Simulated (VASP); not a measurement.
Here is a VASP 6.6.1 calculation.

File POSCAR:

```
PbSe
1.0
    0.0000000000      3.0606500000      3.0606500000
    3.0606500000      0.0000000000      3.0606500000
    3.0606500000      3.0606500000      0.0000000000
Pb Se
1 1
Direct
    0.0000000000      0.0000000000      0.0000000000
    0.5000000000      0.5000000000      0.5000000000
```

File INCAR.step1:

```
SYSTEM = PbSe
PREC     = Accurate       ! precision mode
ENCUT    = 550            ! plane-wave cutoff, eV
ISMEAR   = 0              ! smearing method
SIGMA    = 0.01           ! smearing width, eV
LREAL    = .FALSE.        ! projectors in reciprocal space
LASPH    = .TRUE.         ! aspherical terms in the spheres
NELM     = 120            ! most SCF steps
GGA      = PE             ! functional
ALGO     = Normal         ! electronic algorithm
EDIFF    = 1E-5           ! SCF threshold, eV
LWAVE    = .TRUE.         ! write WAVECAR
LCHARG   = .FALSE.        ! write CHGCAR
GGA_COMPAT= .FALSE.      
IBRION   = 2              ! ionic algorithm
ISIF     = 3              ! what is computed and relaxed
EDIFFG   = -0.005         ! ionic threshold
NELMIN   = 4            
NSW      = 100            ! ionic steps
```

Contents of INCAR.step2:

```
SYSTEM = PbSe
PREC     = Accurate       ! precision mode
ENCUT    = 550            ! plane-wave cutoff, eV
EDIFF    = 1E-7           ! SCF threshold, eV
ISMEAR   = 0              ! smearing method
SIGMA    = 0.01           ! smearing width, eV
LREAL    = .FALSE.        ! projectors in reciprocal space
LASPH    = .TRUE.         ! aspherical terms in the spheres
NELM     = 120            ! most SCF steps
ALGO     = Normal         ! electronic algorithm
ISIF     = 3              ! what is computed and relaxed
LWAVE    = .FALSE.        ! write WAVECAR
LCHARG   = .FALSE.        ! write CHGCAR
METAGGA  = R2SCAN         ! meta-GGA
LMIXTAU  = .TRUE.       
IVDW     = 13             ! dispersion correction
VDW_S6   = 1.0          
VDW_S8   = 0.6018749    
VDW_A1   = 0.51559235   
VDW_A2   = 5.77342911   
IBRION   = 2              ! ionic algorithm
NSW      = 80             ! ionic steps
EDIFFG   = -0.01          ! ionic threshold
ISTART   = 1            
GGA_COMPAT= .FALSE.      
NELMIN   = 4
```

File KPOINTS:

```
regular mesh
0
G
  6 6 6
  0 0 0
```

Potentials or basis: VASP PAW PBE potentials, release 64 (Pb_d, Se).

Command:

```bash
$ cat potpaw_PBE.64/Pb_d/POTCAR potpaw_PBE.64/Se/POTCAR > POTCAR
$ cp INCAR.step1 INCAR
$ mpirun -np 1 vasp_std > vasp.out
$ cp INCAR.step2 INCAR
$ mpirun -np 1 vasp_std > vasp.out
```

(1) Predict the band gap on the k mesh.

(2) What does it give for the relaxed cell?

(3) What does it give for the dispersion energy per atom?

(4) What does it give for the space group after relaxing (to 0.05 Å)?

Results:

(1) 0.63 eV, direct.

(2) a = 4.350 Å, b = 4.350 Å, c = 4.350 Å, α = 60.00°, β = 60.00°, γ = 60.00°.

(3) -0.133 eV.

(4) Fm-3m (No. 225).

Caveat: spin-orbit coupling is left out, which moves the levels of the heavy elements.
